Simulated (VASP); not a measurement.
# Tc in VASP: further runs

The runs below take Tc through single point, with PBE.

Program: VASP 6.6.1. These are calculated values, not measurements. Logs are shortened: lines on timing, memory, paths and dates and some standing lists are left out, and cuts for length are marked.

## (1) The cell of the first run

Symmetry: Fm-3m, No. 225, cubic system. The conventional cell has a = 3.900 Å, b = 3.900 Å, c = 3.900 Å, α = 90.00°, β = 90.00°, γ = 90.00°. Tc (site symmetry m-3m) has 12 Tc at 2.76 Å within 3.6 Å.

## (2) Single point, PBE, non-collinear spin, zero start, spin-orbit coupling

INCAR reads:

```
SYSTEM = Tc
  ALGO = Normal
  EDIFF = 1E-6
  ENCUT = 520
  GGA = PE
  GGA_COMPAT = .False.
  ISIF = 2
  ISMEAR = -1
  LASPH = .True.
  LCHARG = .False.
  LMAXMIX = 4
  LORBIT = 11
  LORBMOM = .True.
  LREAL = .False.
  LSORBIT = .True.
  LWAVE = .False.
  MAGMOM = 0 0 0
  NBANDS = 24
  NELM = 150
  PREC = Accurate
  SIGMA = 0.03
```

KPOINTS reads:

```
k-points
0
Gamma
  18 18 18
  0 0 0
```

POSCAR reads:

```
Tc
1.0
    0.0000000000      1.9500000000      1.9500000000
    1.9500000000      0.0000000000      1.9500000000
    1.9500000000      1.9500000000      0.0000000000
Tc
1
Direct
    0.0000000000      0.0000000000      0.0000000000
```

Potentials or basis: VASP PAW PBE potentials, release 64 (Tc_pv).

Run with:

```bash
> cat potpaw_PBE.64/Tc_pv/POTCAR > POTCAR
> mpirun -np 1 vasp_ncl > vasp.out
```

OUTCAR:

```text
SYSTEM = Tc
   EDIFF = 1E-6
   ENCUT = 520
   GGA = PE
   ISIF = 2
   ISMEAR = -1
   LASPH = .True.
   LORBIT = 11
   LREAL = .False.
   LSORBIT = .True.
   NELM = 150
   PREC = Accurate

 ion  position               nearest neighbor table
   1  0.000  0.000  0.000-

  LATTYP: Found a face centered cubic cell.
 ALAT       =     3.9000000000

  Lattice vectors:

 A1 = (   0.0000000000,   1.9500000000,   1.9500000000)
 A2 = (   1.9500000000,   0.0000000000,   1.9500000000)
 A3 = (   1.9500000000,   1.9500000000,   0.0000000000)

Analysis of symmetry for initial positions (statically):
=====================================================================
 Subroutine PRICEL returns:
 Original cell was already a primitive cell.

 Routine SETGRP: Setting up the symmetry group for a
 face centered cubic supercell.

 Subroutine GETGRP returns: Found 48 space group operations
 (whereof 48 operations were pure point group operations)
 out of a pool of 48 trial point group operations.

The static configuration has the point symmetry O_h .

Analysis of symmetry for dynamics (positions and initial velocities):
=====================================================================
 Subroutine PRICEL returns:
 Original cell was already a primitive cell.

 Routine SETGRP: Setting up the symmetry group for a
 face centered cubic supercell.

 Subroutine GETGRP returns: Found 48 space group operations
 (whereof 48 operations were pure point group operations)
 out of a pool of 48 trial point group operations.

The dynamic configuration has the point symmetry O_h .

Analysis of structural, dynamic, and magnetic symmetry:
=====================================================================
 Subroutine PRICEL returns:
 Original cell was already a primitive cell.

 Routine SETGRP: Setting up the symmetry group for a
 face centered cubic supercell.

 Subroutine GETGRP returns: Found 48 space group operations
 (whereof 48 operations were pure point group operations)
 out of a pool of 48 trial point group operations.

The overall configuration has the point symmetry O_h .

 Subroutine INISYM returns: Found 48 space group operations
 (whereof 48 operations are pure point group operations),
 and found     1 'primitive' translations

----------------------------------------------------------------------------------------

                                     Primitive cell

[... 138 lines left out ...]

 E-fermi :  12.2241     XC(G=0): -13.5918

 val. band max:       12.2077205480   @ k =  -0.1667   0.1111   0.0000
 cond. band min:      12.2252843005   @ k =   0.1667   0.1111   0.0000
 fundamental gap:      0.0175637525
 Fermi energy:        12.2241212312

 k-point     1 :       0.0000    0.0000    0.0000
  band No.  band energies     occupation
      1     -28.1326      1.00000
      2     -28.1326      1.00000
      3     -25.2060      1.00000
      4     -25.2060      1.00000
      5     -25.2060      1.00000
      6     -25.2060      1.00000
[... 637 lines left out ...]
     23      34.1536      0.00000
     24      34.1536      0.00000

 [... further k-points ...]
[... 5 lines left out ...]
  --------------------------------------------------------------------------------------
  -------------------------------------------------------------------------------------
  Total       -0.6109937     -0.6109937     -0.6109937     -0.0000000      0.0000000      0.0000000
  in kB      -66.0105678    -66.0105678    -66.0105678     -0.0000000      0.0000000      0.0000000
  external PRESSURE =     -66.0105678 kB  Pullay stress =       0.0000000 kB

 VOLUME and BASIS-vectors are now :
 -----------------------------------------------------------------------------
  energy-cutoff  :      520.00
  volume of cell :       14.83
      direct lattice vectors                 reciprocal lattice vectors
     0.000000000  1.950000000  1.950000000    -0.256410256  0.256410256  0.256410256
     1.950000000  0.000000000  1.950000000     0.256410256 -0.256410256  0.256410256
     1.950000000  1.950000000  0.000000000     0.256410256  0.256410256 -0.256410256

 POSITION                                       TOTAL-FORCE (eV/Angst)
 -----------------------------------------------------------------------------------
      0.00000      0.00000      0.00000         0.000000     -0.000000     -0.000000
 -----------------------------------------------------------------------------------
    total drift:                                0.000000      0.000000     -0.000000

  FREE ENERGIE OF THE ION-ELECTRON SYSTEM (eV)
  ---------------------------------------------------
  free  energy   TOTEN  =       -10.3734288580 eV

  energy  without entropy=      -10.3703595431  energy(sigma->0) =      -10.37189420

 orbital moment (x)

 # of ion     p       d       tot
 ----------------------------------------
  1         0.000  -0.000  -0.000
 ----------------------------------------
            0.000  -0.000  -0.000

 orbital moment (y)

 # of ion     p       d       tot
 ----------------------------------------
  1         0.000   0.000   0.000
 ----------------------------------------
            0.000   0.000   0.000

 orbital moment (z)

 # of ion     p       d       tot
 ----------------------------------------
  1         0.000   0.000   0.000
 ----------------------------------------
            0.000   0.000   0.000

 Spin-Orbit-Coupling matrix elements

 Ion:    1  E_soc:     -0.1958014
 l=   1
     0.0000000    -0.0260482    -0.0260482
    -0.0260482     0.0000000    -0.0260482
    -0.0260482    -0.0260482     0.0000000
 l=   2
     0.0000000    -0.0012103     0.0000000    -0.0012103    -0.0053750
    -0.0012103     0.0000000    -0.0040313    -0.0012103    -0.0013438
     0.0000000    -0.0040313     0.0000000    -0.0040313     0.0000000
    -0.0012103    -0.0012103    -0.0040313     0.0000000    -0.0013438
    -0.0053750    -0.0013438     0.0000000    -0.0013438     0.0000000
 l=   3
     0.0000000     0.0000000     0.0000000     0.0000000     0.0000000     0.0000000     0.0000000
     0.0000000     0.0000000     0.0000000     0.0000000     0.0000000     0.0000000     0.0000000
     0.0000000     0.0000000     0.0000000     0.0000000     0.0000000     0.0000000     0.0000000
     0.0000000     0.0000000     0.0000000     0.0000000     0.0000000     0.0000000     0.0000000
     0.0000000     0.0000000     0.0000000     0.0000000     0.0000000     0.0000000     0.0000000
     0.0000000     0.0000000     0.0000000     0.0000000     0.0000000     0.0000000     0.0000000
     0.0000000     0.0000000     0.0000000     0.0000000     0.0000000     0.0000000     0.0000000

 total charge

# of ion       s       p       d       tot
------------------------------------------
    1        0.463   6.473   5.053  11.989

 magnetization (x)

# of ion       s       p       d       tot
------------------------------------------
    1        0.000   0.000   0.000   0.000

 magnetization (y)

# of ion       s       p       d       tot
------------------------------------------
    1        0.000   0.000  -0.000  -0.000

 magnetization (z)

# of ion       s       p       d       tot
------------------------------------------
    1        0.000  -0.000  -0.000  -0.000
```

OSZICAR:

```text
N       E                     dE             d eps       ncg     rms          rms(c)
DAV:   1     0.154704058669E+03    0.15470E+03   -0.76920E+03  9480   0.111E+03
DAV:   2    -0.727195735641E+01   -0.16198E+03   -0.15669E+03 10808   0.361E+02
DAV:   3    -0.111137036571E+02   -0.38417E+01   -0.38285E+01 10504   0.638E+01
DAV:   4    -0.111362097430E+02   -0.22506E-01   -0.22505E-01 10496   0.513E+00
DAV:   5    -0.111364458432E+02   -0.23610E-03   -0.23610E-03 10528   0.506E-01    0.157E+01
DAV:   6    -0.104525195961E+02    0.68393E+00   -0.92403E-01  9696   0.129E+01    0.458E+00
DAV:   7    -0.103783483904E+02    0.74171E-01   -0.13566E-01 10616   0.475E+00    0.708E-01
DAV:   8    -0.103742729009E+02    0.40755E-02   -0.27971E-03  9760   0.603E-01    0.526E-01
DAV:   9    -0.103734305269E+02    0.84237E-03   -0.66324E-04 10472   0.311E-01    0.494E-02
DAV:  10    -0.103734303481E+02    0.17889E-06   -0.21601E-05 10552   0.598E-02    0.884E-03
DAV:  11    -0.103734285705E+02    0.17775E-05   -0.17379E-06 10024   0.158E-02    0.200E-03
DAV:  12    -0.103734288580E+02   -0.28746E-06   -0.20684E-08  5840   0.129E-03
   1 F= -.10373429E+02 E0= -.10371894E+02  d E =-.306931E-02  mag=    -0.0000     0.0000    -0.0000
```

Run time: 3.4 min. Hardware: 1 thread of Intel Xeon 8259CL, shared host; peak memory 0.26 GiB.

Results:

| Property | Result |
| --- | --- |
| Free energy | -10.3734 eV |
| Pressure | -6.6 GPa |
| Net moment | 0.00 μB per cell |
| Valence electrons inside the program's atomic spheres | Tc 11.99 |

Moments on the atoms (μB; x, y, z):
```
Tc  0.00 0.00 0.00
```

## (3) Single point, PBE (equal xy, yz and zx shear strains of +4 %)

INCAR reads:

```
SYSTEM = Tc
PREC     = Accurate       ! precision mode
ENCUT    = 520            ! plane-wave cutoff, eV
EDIFF    = 1E-6           ! SCF threshold, eV
ISMEAR   = -1             ! smearing method
SIGMA    = 0.03           ! smearing width, eV
LREAL    = .False.        ! projectors in reciprocal space
LASPH    = .True.         ! aspherical terms in the spheres
NELM     = 60             ! most SCF steps
ALGO     = Normal         ! electronic algorithm
ISIF     = 2              ! what is computed and relaxed
LWAVE    = .False.        ! write WAVECAR
LCHARG   = .False.        ! write CHGCAR
GGA      = PE             ! functional
NBANDS   = 12             ! bands
```

KPOINTS reads:

```
regular mesh
0
Gamma
  18 18 18
  0 0 0
```

POSCAR reads:

```
Tc
1.0
    0.0780000000      1.9890000000      1.9890000000
    1.9890000000      0.0780000000      1.9890000000
    1.9890000000      1.9890000000      0.0780000000
Tc
1
Direct
    0.0000000000      0.0000000000      0.0000000000
```

Potentials or basis: VASP PAW PBE potentials, release 64 (Tc_pv).

Run with:

```bash
> cat potpaw_PBE.64/Tc_pv/POTCAR > POTCAR
> mpirun -np 1 vasp_std > vasp.out
```

It took 26 s on 1 thread of Intel Xeon 6975P-C (Granite Rapids), shared host; peak memory 0.22 GiB.

The run converged. Its results:

* Free energy: -10.2400 eV
* Pressure: -5.6 GPa

Stress tensor (GPa, compression positive):
```
-5.62 -6.37 -6.37
-6.37 -5.62 -6.37
-6.37 -6.37 -5.62
```

Levels at points of the mesh, in eV from the Fermi level:
| k point | band 5 | band 6 | band 7 | band 8 | band 9 | band 10 |
| --- | --- | --- | --- | --- | --- | --- |
| (0.00, 0.00, 0.00) | -2.32 | -1.48 | -1.48 | 0.84 | 0.84 | 13.98 |
| (0.50, 0.00, 0.00) | -2.40 | -1.45 | 1.41 | 2.40 | 3.11 | 10.69 |
| (0.50, 0.50, 0.00) | -5.13 | 2.55 | 3.22 | 3.41 | 3.75 | 12.21 |
| (0.50, 0.50, 0.50) | -1.73 | -1.73 | 0.58 | 2.57 | 2.57 | 9.51 |

Caveat: the cell differs from its parent crystal (equal xy, yz and zx shear strains of +4 %).

## (4) Single point, PBE (volume scaled by 0.95)

INCAR reads:

```
PREC = Accurate
ENCUT = 520
EDIFF = 1E-6
ISMEAR = -1
SIGMA = 0.03
LREAL = False
LASPH = True
NELM = 60
ALGO = Normal
ISIF = 2
LWAVE = False
LCHARG = False
GGA = PE
NBANDS = 12
```

KPOINTS reads:

```
regular mesh
0
Gamma
  18 18 18
```

POSCAR reads:

```
Tc
1.0
    0.0000000000      1.9169427664      1.9169427664
    1.9169427664      0.0000000000      1.9169427664
    1.9169427664      1.9169427664      0.0000000000
Tc
1
Direct
    0.0000000000      0.0000000000      0.0000000000
```

Run with:

```bash
> cat potpaw_PBE.64/Tc_pv/POTCAR > POTCAR
> mpirun -np 1 vasp_std > vasp.out
```

Run time: 18 s. Hardware: 1 thread of Intel Xeon Platinum 8259CL at 2.50GHz (Skylake/Cascade Lake), shared host; peak memory 0.15 GiB.

Results (log left out):

- Free energy: -10.2716 eV
- Pressure: 8.7 GPa

Levels at points of the mesh, in eV from the Fermi level:
| k point | band 3 | band 4 | band 5 | band 6 | band 7 | band 8 | band 9 | band 10 | band 11 | band 12 |
| --- | --- | --- | --- | --- | --- | --- | --- | --- | --- | --- |
| (0.00, 0.00, 0.00) | -38.32 | -7.56 | -1.84 | -1.84 | -1.84 | 0.86 | 0.86 | 14.03 | 19.73 | 19.73 |
| (0.50, 0.00, 0.00) | -38.50 | -5.66 | -2.02 | -2.02 | 1.32 | 2.95 | 2.95 | 11.10 | 13.68 | 20.47 |
| (0.50, 0.50, 0.00) | -38.80 | -6.08 | -5.47 | 2.90 | 3.55 | 3.55 | 4.00 | 13.24 | 13.24 | 14.63 |

## (5) The runs side by side

| spin | cell | gap on the mesh (eV) | pressure (GPa) |
| --- | --- | --- | --- |
| non-collinear, zero start, SOC | a = 2.758 Å, angles 60.0°, 1 atom | - | -6.6 |
| off | a = 2.814 Å, angles 57.4°, 1 atom | none | -5.6 |
| off | a = 2.711 Å, angles 60.0°, 1 atom | none | 8.7 |

Alike in all rows: task single point; level PBE; potentials or basis VASP PAW PBE potentials, release 64 (Tc_pv); k mesh 18 × 18 × 18; cutoff (eV) 520; smearing fermi-dirac 0.03 eV.

Total energies depend on the potentials used, so only differences within one code and one set of settings carry meaning.
